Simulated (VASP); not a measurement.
Write the native input for VASP 6.6.1 that does the following.

```
Task                   : relaxation of cell and atoms
Functional             : r2SCAN
Potentials or basis    : VASP PAW PBE potentials, release 64 (Cu)
Cutoff                 : 600 eV
k mesh                 : 38 × 38 × 38
Occupations            : gaussian, width 0.1 eV
Spin                   : no spin polarisation
Dipole correction      : no
Further INCAR settings : ALGO = Normal; EDIFF = 1e-06; IBRION = 2; EDIFFG = -0.003; NSW = 80; ISIF = 3
```

The system is Cu.

```
Cu
1.0
     0.00000    1.80500    1.80500
     1.80500    0.00000    1.80500
     1.80500    1.80500    0.00000
Cu
1
Direct
  0.00000 0.00000 0.00000
```

These files were run (other wordings do the same):

POSCAR

```
Cu
1.0
    0.0000000000      1.8050000000      1.8050000000
    1.8050000000      0.0000000000      1.8050000000
    1.8050000000      1.8050000000      0.0000000000
Cu
1
Direct
    0.0000000000      0.0000000000      0.0000000000
```

INCAR.step1

```
ALGO = Normal
EDIFF = 1E-4
ENCUT = 600
GGA = PE
ISMEAR = 0
LASPH = True
LCHARG = False
LREAL = False
LWAVE = True
NELM = 60
PREC = Accurate
SIGMA = 0.1
```

INCAR.step2

```
ALGO = Normal
EDIFF = 1E-6
EDIFFG = -0.003
ENCUT = 600
IBRION = 2
ISIF = 3
ISMEAR = 0
ISTART = 1
LASPH = True
LCHARG = False
LMIXTAU = True
LREAL = False
LWAVE = False
METAGGA = R2SCAN
NELM = 60
NSW = 80
PREC = Accurate
SIGMA = 0.1
```

KPOINTS

```
k-points
0
Gamma
  38 38 38
```

Potentials or basis: VASP PAW PBE potentials, release 64 (Cu).

Launch:

```sh
$ cat potpaw_PBE.64/Cu/POTCAR > POTCAR
$ cp INCAR.step1 INCAR
$ mpirun -np 1 vasp_std > vasp.out
$ cp INCAR.step2 INCAR
$ mpirun -np 1 vasp_std > vasp.out
```

Results of the run:

```yaml
Relaxed_volume: 11.48 Å³/atom
Relaxed_cell: a = 2.532 Å, b = 2.532 Å, c = 2.532 Å, α = 60.00°, β = 60.00°, γ = 60.00°
Space_group_after_relaxing_to_0.1_Å: Fm-3m (No. 225)
Energy_gained_by_relaxing: 3.2 meV/atom
Ionic_steps: 4
Pressure_after_relaxing: 0.0 GPa
Band_gap_on_the_k_mesh: zero (an odd number of electrons rules out a gap without spin polarisation)
```

Caveat: the PAW data sets were made with another functional, which shifts forces and pressure a little.

Wall time 37 min on 1 thread of Oxide Virtual Turin-like Processor (shared host), peak memory 0.29 GiB.
